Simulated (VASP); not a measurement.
Ag, 2 atoms in the cell. The structure is hexagonal, space group P6_3/mmc (No. 194). Conventional cell: a = 2.720 Å, b = 2.720 Å, c = 4.461 Å, α = 90.00°, β = 90.00°, γ = 120.00°. Within 3.6 Å of Ag (site symmetry -6m2) lie 12 Ag at 2.72 to 2.73 Å. This isn't the form of Ag at room conditions, which is fcc.

| Property | Result |
| --- | --- |
| Program | VASP 6.6.1 |
| Task | elastic constants |
| Functional | LDA |
| Potentials or basis | VASP PAW LDA potentials, release 64 (Ag) |
| Cutoff | 600 eV |
| k mesh | 18 × 18 × 10 |
| Occupations | fermi-dirac, width 0.15 eV |
| Spin | no spin polarisation |
| Dipole correction | no |
| Ions in elastic constants | relaxed |
| Further INCAR settings | ALGO = Normal; EDIFF = 1e-08; IBRION = 6; POTIM = 0.015; NSW = 1; ISIF = 3 |

Potentials or basis: VASP PAW LDA potentials, release 64 (Ag).

The run is started by

```sh
$ cat potpaw_LDA.64/Ag/POTCAR > POTCAR
$ mpirun -np 1 vasp_std > vasp.out
```

Hardware: 1 thread of Oxide Virtual Turin-like Processor, on a shared host.

Task: Estimate the wall time of this run.

Result: Wall time 62 min on 1 thread of Oxide Virtual Turin-like Processor (shared host), peak memory 0.8 GiB. Counts: scf iterations 159, k points 222.
